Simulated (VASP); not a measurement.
# Zr in VASP: notebook, part 2 of 2

VASP 6.6.1. Earlier steps stand in the parts before.

## 4. Single point, PBE+U

The input, INCAR:

```
SYSTEM = Zr
PREC = Accurate
ENCUT = 500
EDIFF = 1E-6
ISMEAR = 1
SIGMA = 0.051
LREAL = .False.
LASPH = .True.
NELM = 200
ALGO = Normal
ISIF = 2
LWAVE = .False.
LCHARG = .False.
LMAXMIX = 4
LDAU = .True.
LDAUTYPE = 2
LDAUL = 2
LDAUU = 6.1
LDAUJ = 0
LDAUPRINT = 1
GGA = PE
NBANDS = 19
GGA_COMPAT = .False.
```

The input, KPOINTS:

```
Automatic mesh
0
Gamma
  6 6 4
  0 0 0
```

The input, POSCAR:

```
Zr
1.0
    3.2392314131      0.0000000000      0.0000000000
   -1.6196157065      2.8052566925      0.0000000000
    0.0000000000      0.0000000000      5.1722200000
Zr
2
Direct
    0.3333333333      0.6666666667      0.2500000000
    0.6666666667      0.3333333333      0.7500000000
```

Potentials or basis: VASP PAW PBE potentials, release 64 (Zr_sv).

On the command line:

```sh
> cat potpaw_PBE.64/Zr_sv/POTCAR > POTCAR
> mpirun -np 1 vasp_std > vasp.out
```

OUTCAR:

```text
SYSTEM = Zr
   PREC = Accurate
   ENCUT = 500
   EDIFF = 1E-6
   ISMEAR = 1
   LREAL = .False.
   LASPH = .True.
   NELM = 200
   ISIF = 2
   GGA = PE

 ion  position               nearest neighbor table
   1  0.333  0.667  0.250-   2 3.19   2 3.19   2 3.19   2 3.19   2 3.19   2 3.19
   2  0.667  0.333  0.750-   1 3.19   1 3.19   1 3.19   1 3.19   1 3.19   1 3.19

  LATTYP: Found a hexagonal cell.
 ALAT       =     3.2392314131
 C/A-ratio  =     1.5967429740

  Lattice vectors:

 A1 = (   3.2392314131,   0.0000000000,   0.0000000000)
 A2 = (  -1.6196157065,   2.8052566925,   0.0000000000)
 A3 = (   0.0000000000,   0.0000000000,   5.1722200000)

Analysis of symmetry for initial positions (statically):
=====================================================================
 Subroutine PRICEL returns:
 Original cell was already a primitive cell.

 Routine SETGRP: Setting up the symmetry group for a
 hexagonal supercell.

 Subroutine GETGRP returns: Found 24 space group operations
 (whereof 12 operations were pure point group operations)
 out of a pool of 24 trial point group operations.

The static configuration has the point symmetry D_3d.
 The point group associated with its full space group is D_6h.

Analysis of symmetry for dynamics (positions and initial velocities):
=====================================================================
 Subroutine PRICEL returns:
 Original cell was already a primitive cell.

 Routine SETGRP: Setting up the symmetry group for a
 hexagonal supercell.

 Subroutine GETGRP returns: Found 24 space group operations
 (whereof 12 operations were pure point group operations)
 out of a pool of 24 trial point group operations.

The dynamic configuration has the point symmetry D_3d.
 The point group associated with its full space group is D_6h.

 Subroutine INISYM returns: Found 24 space group operations
 (whereof 12 operations are pure point group operations),
 and found     1 'primitive' translations

----------------------------------------------------------------------------------------

                                     Primitive cell

  volume of cell :      46.9993

  direct lattice vectors                    reciprocal lattice vectors
     3.239231413  0.000000000  0.000000000     0.308715208  0.178236809  0.000000000
    -1.619615707  2.805256692  0.000000000     0.000000000  0.356473617  0.000000000
     0.000000000  0.000000000  5.172220000     0.000000000  0.000000000  0.193340577

  length of vectors
     3.239231413  3.239231413  5.172220000     0.356473617  0.356473617  0.193340577

[... 143 lines left out ...]
  o =  0.1082  v = -0.0000 -0.8223  0.0000 -0.5690 -0.0000  0.0000  0.0000  0.0000  0.0000  0.0000      0.0000  0.0000  0.0000  0.0000  0.0000  0.0000  0.0000  0.0000  0.0000  0.0000
  o =  0.1082  v =  0.0000  0.0000  0.0000  0.0000  0.0000 -0.0000 -0.8223  0.0000 -0.5690 -0.0000      0.0000  0.0000  0.0000  0.0000  0.0000  0.0000  0.0000  0.0000  0.0000  0.0000
  o =  0.1361  v =  0.0000  0.0000  0.0000  0.0000  0.0000  0.9999 -0.0000  0.0000  0.0000 -0.0124      0.0000  0.0000  0.0000  0.0000  0.0000  0.0000  0.0000  0.0000  0.0000  0.0000
  o =  0.1361  v =  0.9999 -0.0000  0.0000  0.0000 -0.0124  0.0000  0.0000  0.0000  0.0000  0.0000      0.0000  0.0000  0.0000  0.0000  0.0000  0.0000  0.0000  0.0000  0.0000  0.0000
  o =  0.1361  v =  0.0000  0.0000  0.0000  0.0000  0.0000 -0.0124  0.0000  0.0000  0.0000 -0.9999      0.0000  0.0000  0.0000  0.0000  0.0000  0.0000  0.0000  0.0000  0.0000  0.0000
  o =  0.1361  v = -0.0124  0.0000  0.0000  0.0000 -0.9999  0.0000  0.0000  0.0000  0.0000  0.0000      0.0000  0.0000  0.0000  0.0000  0.0000  0.0000  0.0000  0.0000  0.0000  0.0000
  o =  0.1683  v = -0.0000  0.0000  1.0000  0.0000  0.0000  0.0000  0.0000  0.0000  0.0000  0.0000      0.0000  0.0000  0.0000  0.0000  0.0000  0.0000  0.0000  0.0000  0.0000  0.0000
  o =  0.1683  v =  0.0000  0.0000  0.0000  0.0000  0.0000 -0.0000  0.0000  1.0000  0.0000  0.0000      0.0000  0.0000  0.0000  0.0000  0.0000  0.0000  0.0000  0.0000  0.0000  0.0000

atom =   2  type =  1  l = 2

 onsite density matrix

spin component  1

  0.1361  0.0000 -0.0000  0.0000  0.0000
  0.0000  0.1082  0.0000  0.0000  0.0000
 -0.0000  0.0000  0.1683 -0.0000  0.0000
  0.0000  0.0000 -0.0000  0.1082 -0.0000
  0.0000  0.0000  0.0000 -0.0000  0.1361

spin component  2

  0.1361  0.0000 -0.0000  0.0000  0.0000
  0.0000  0.1082  0.0000  0.0000  0.0000
 -0.0000  0.0000  0.1683 -0.0000  0.0000
  0.0000  0.0000 -0.0000  0.1082 -0.0000
  0.0000  0.0000  0.0000 -0.0000  0.1361

 occupancies and eigenvectors

  o =  0.1082  v = -0.0000  0.5690 -0.0000 -0.8224  0.0000  0.0000  0.0000  0.0000  0.0000  0.0000      0.0000  0.0000  0.0000  0.0000  0.0000  0.0000  0.0000  0.0000  0.0000  0.0000
  o =  0.1082  v =  0.0000  0.0000  0.0000  0.0000  0.0000 -0.0000  0.5690 -0.0000 -0.8224  0.0000      0.0000  0.0000  0.0000  0.0000  0.0000  0.0000  0.0000  0.0000  0.0000  0.0000
  o =  0.1082  v = -0.0000  0.8224 -0.0000  0.5690 -0.0000  0.0000  0.0000  0.0000  0.0000  0.0000      0.0000  0.0000  0.0000  0.0000  0.0000  0.0000  0.0000  0.0000  0.0000  0.0000
  o =  0.1082  v =  0.0000  0.0000  0.0000  0.0000  0.0000 -0.0000  0.8224 -0.0000  0.5690 -0.0000      0.0000  0.0000  0.0000  0.0000  0.0000  0.0000  0.0000  0.0000  0.0000  0.0000
  o =  0.1361  v =  0.0000  0.0000  0.0000  0.0000  0.0000 -0.9999 -0.0000 -0.0000  0.0000  0.0142      0.0000  0.0000  0.0000  0.0000  0.0000  0.0000  0.0000  0.0000  0.0000  0.0000
  o =  0.1361  v = -0.9999 -0.0000 -0.0000  0.0000  0.0142  0.0000  0.0000  0.0000  0.0000  0.0000      0.0000  0.0000  0.0000  0.0000  0.0000  0.0000  0.0000  0.0000  0.0000  0.0000
  o =  0.1361  v =  0.0000  0.0000  0.0000  0.0000  0.0000 -0.0142  0.0000  0.0000 -0.0000 -0.9999      0.0000  0.0000  0.0000  0.0000  0.0000  0.0000  0.0000  0.0000  0.0000  0.0000
  o =  0.1361  v = -0.0142  0.0000  0.0000 -0.0000 -0.9999  0.0000  0.0000  0.0000  0.0000  0.0000      0.0000  0.0000  0.0000  0.0000  0.0000  0.0000  0.0000  0.0000  0.0000  0.0000
  o =  0.1683  v = -0.0000 -0.0000  1.0000 -0.0000  0.0000  0.0000  0.0000  0.0000  0.0000  0.0000      0.0000  0.0000  0.0000  0.0000  0.0000  0.0000  0.0000  0.0000  0.0000  0.0000
  o =  0.1683  v =  0.0000  0.0000  0.0000  0.0000  0.0000 -0.0000 -0.0000  1.0000 -0.0000  0.0000      0.0000  0.0000  0.0000  0.0000  0.0000  0.0000  0.0000  0.0000  0.0000  0.0000

 number of electron      24.0000000 magnetization

 Free energy of the ion-electron system (eV)
  ---------------------------------------------------
  ext. energy  EPLUGINS =         0.00000000
  ---------------------------------------------------
  free energy    TOTEN  =        -9.34537827 eV

  energy without entropy =       -9.34369139  energy(sigma->0) =       -9.34481598

 E-fermi :   9.8376     XC(G=0): -11.1162

 val. band max:        9.8193615321   @ k =   0.3333   0.1667   0.5000
 cond. band min:       9.8425548084   @ k =   0.0000   0.0000   0.5000
 fundamental gap:      0.0231932763
 Fermi energy:         9.8375922885

 k-point     1 :       0.0000    0.0000    0.0000
  band No.  band energies     occupation
      1     -40.5788      2.00000
      2     -40.4375      2.00000
      3     -18.9729      2.00000
      4     -18.1897      2.00000
      5     -18.1897      2.00000
      6     -18.0589      2.00000
[... 439 lines left out ...]
      6     -18.5666      2.00000
[... 11 lines left out ...]
     18      14.5556      0.00000
     19      17.5757      0.00000

------------------------ aborting loop because EDIFF is reached ----------------------------------------

  FORCE on cell =-STRESS in cart. coord.  units (eV):
  Direction    XX          YY          ZZ          XY          YZ          ZX
  --------------------------------------------------------------------------------------
  -------------------------------------------------------------------------------------
  Total        4.8504321      4.8504321      4.6958999      0.0000000      0.0000000     -0.0000000
  in kB      165.3481894    165.3481894    160.0802835      0.0000000      0.0000000     -0.0000000
  external PRESSURE =     163.5922208 kB  Pullay stress =       0.0000000 kB

 VOLUME and BASIS-vectors are now :
 -----------------------------------------------------------------------------
  energy-cutoff  :      500.00
  volume of cell :       47.00
      direct lattice vectors                 reciprocal lattice vectors
     3.239231413  0.000000000  0.000000000     0.308715208  0.178236809  0.000000000
    -1.619615707  2.805256692  0.000000000     0.000000000  0.356473617  0.000000000
     0.000000000  0.000000000  5.172220000     0.000000000  0.000000000  0.193340577

 POSITION                                       TOTAL-FORCE (eV/Angst)
 -----------------------------------------------------------------------------------
     -0.00000      1.87017      1.29306         0.000000     -0.000000      0.000000
      1.61962      0.93509      3.87917        -0.000000      0.000000      0.000000
 -----------------------------------------------------------------------------------
    total drift:                                0.000000     -0.000000      0.000000

  FREE ENERGIE OF THE ION-ELECTRON SYSTEM (eV)
  ---------------------------------------------------
  free  energy   TOTEN  =        -9.3453782696 eV

  energy  without entropy=       -9.3436913885  energy(sigma->0) =       -9.34481598
```

stdout:

```text
POSCAR found type information on POSCAR Zr
 POSCAR found :  1 types and       2 ions
 scaLAPACK will be used
 LDA part: xc-table for (Slater+PW92), standard interpolation
 POSCAR, INCAR and KPOINTS ok, starting setup
 FFT: planning ... GRIDC
 FFT: planning ... GRID_SOFT
 FFT: planning ... GRID
 WAVECAR not read
 entering main loop
```

Wall time 24 s (1 thread of Intel Xeon 8259CL, shared host); peak memory 0.16 GiB.

Results:

```
Free energy            : -9.3454 eV
Pressure               : 16.4 GPa
Band gap on the k mesh : zero (band 12 reaches 11.08 eV, above the bottom of band 13 at 9.50 eV)
```

Eigenvalues of the final occupation matrices:
```csv
site,spin,trace,eigenvalues
site 1 d,1,0.66,0.11 0.11 0.14 0.14 0.17
site 1 d,2,0.66,0.11 0.11 0.14 0.14 0.17
site 2 d,1,0.66,0.11 0.11 0.14 0.14 0.17
site 2 d,2,0.66,0.11 0.11 0.14 0.14 0.17
```

Caveat: the k points lie up to 0.37 Å⁻¹ apart; U without spin polarisation on a metal has little footing; the U is typed as a test and isn't derived for this compound.

## 5. Single point, PBE+U

The input, INCAR:

```
PREC = Accurate ; ENCUT = 500
EDIFF = 1E-6 ; ISMEAR = 0
SIGMA = 0.1 ; LREAL = False
LASPH = True ; NELM = 200
ALGO = Normal ; ISIF = 2
LWAVE = False ; LCHARG = False
LMAXMIX = 4 ; LDAU = True
LDAUTYPE = 2 ; LDAUL = 2
LDAUU = 6.1 ; LDAUJ = 0
LDAUPRINT = 1 ; GGA = PE
NBANDS = 19 ; GGA_COMPAT = False
```

The input, KPOINTS:

```
regular mesh
0
Gamma
  6 6 4
```

POSCAR is that of step 4.

On the command line:

```sh
> cat potpaw_PBE.64/Zr_sv/POTCAR > POTCAR
> mpirun -np 1 vasp_std > vasp.out
```

It took 25 s on 1 thread of Intel Xeon 8259CL, shared host; peak memory 0.16 GiB.

The run converged. Its results:

```
Free energy            : -9.3553 eV
Pressure               : 16.2 GPa
Band gap on the k mesh : zero (band 12 reaches 11.08 eV, above the bottom of band 13 at 9.50 eV)
```

Stress tensor (GPa, compression positive):
```
16.26  0.00  0.00
 0.00 16.26  0.00
 0.00  0.00 16.10
```

Levels at points of the mesh, in eV from the Fermi level:
```csv
k point,band 10,band 11,band 12,band 13,band 14,band 15
"(0.00, 0.00, 0.00)",-3.33,0.11,1.24,1.24,1.29,1.98
"(0.50, 0.00, 0.00)",-2.53,-2.02,-0.94,0.80,1.07,1.47
"(0.00, 0.00, 0.50)",-4.88,0.01,0.01,1.20,1.20,1.20
"(0.50, 0.00, 0.50)",-3.01,-0.92,-0.92,0.81,0.81,2.68
```

Eigenvalues of the final occupation matrices:
| site | spin | trace | eigenvalues |
| --- | --- | --- | --- |
| site 1 d | 1 | 0.66 | 0.11 0.11 0.14 0.14 0.17 |
| site 1 d | 2 | 0.66 | 0.11 0.11 0.14 0.14 0.17 |
| site 2 d | 1 | 0.66 | 0.11 0.11 0.14 0.14 0.17 |
| site 2 d | 2 | 0.66 | 0.11 0.11 0.14 0.14 0.17 |

Caveat: the k points lie up to 0.37 Å⁻¹ apart; U without spin polarisation on a metal has little footing; the U is typed as a test and isn't derived for this compound.

## 6. Overview

```csv
level,U,k mesh,smearing,gap on the mesh (eV),pressure (GPa),largest force (eV/Å)
PBE,-,"4 × 5 × 3, shifted",gaussian 0.1 eV,none,-0.8,0.04
PBEsol,-,6 × 6 × 4,gaussian 0.1 eV,none,-4.3,0.04
PBE+U,Zr d U = 6.1 eV,6 × 6 × 4,methfessel-paxton 0.051 eV,none,16.4,-
PBE+U,Zr d U = 6.1 eV,6 × 6 × 4,gaussian 0.1 eV,none,16.2,-
```

Some of these runs hold the atoms at other places in the same cell, which the table doesn't show; runs alike in all that it shows share one row.

Alike in all rows: task single point; potentials or basis VASP PAW PBE potentials, release 64 (Zr_sv); no spin polarisation; cell as given; cutoff (eV) 500.

Caveats: all runs use coarse meshes; U without spin polarisation on a metal has little footing (some runs); the U is typed as a test and isn't derived for this compound (some runs); the PAW data sets were made with another functional, which shifts forces and pressure a little (some runs).

Absolute energies hang on the potentials; compare differences alone.
